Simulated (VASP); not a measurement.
Here is a VASP 6.6.1 calculation.

File INCAR:

```
SYSTEM = Cr
ALGO     = Normal         ! electronic algorithm
EDIFF    = 1E-6           ! SCF threshold, eV
ENCUT    = 520            ! plane-wave cutoff, eV
GGA      = PS             ! functional
ISIF     = 2              ! what is computed and relaxed
ISMEAR   = -1             ! smearing method
LASPH    = .True.         ! aspherical terms in the spheres
LCHARG   = .True.         ! write CHGCAR
LELF     = .True.         ! ELF
LREAL    = .False.        ! projectors in reciprocal space
LVHAR    = .True.       
LWAVE    = .False.        ! write WAVECAR
NBANDS   = 12             ! bands
NELM     = 80             ! most SCF steps
PREC     = Accurate       ! precision mode
SIGMA    = 0.1            ! smearing width, eV
```

The input KPOINTS:

```
k-points
0
Gamma
  15 15 15
  0 0 0
```

File POSCAR:

```
Cr
1.0
    2.3069709391      0.0000000000      0.0000000000
    0.0000000000      2.3069709391      0.0000000000
    0.0000000000      0.0000000000      2.3069709391
Cr
1
Direct
    0.0000000000      0.0000000000      0.0000000000
```

Potentials or basis: VASP PAW PBE potentials, release 64 (Cr_pv).

Launch:

```console
$ cat potpaw_PBE.64/Cr_pv/POTCAR > POTCAR
$ mpirun -np 1 vasp_std > vasp.out
```

(1) Estimate the pressure.

(2) Estimate the band gap on the k mesh.

Results:

(1) 0.5 GPa.

(2) zero (band 6 reaches 11.10 eV, above the bottom of band 7 at 9.31 eV).

Caveat: the PAW data sets were made with another functional, which shifts forces and pressure a little; the run has no spin polarisation, though such a crystal can be magnetic.
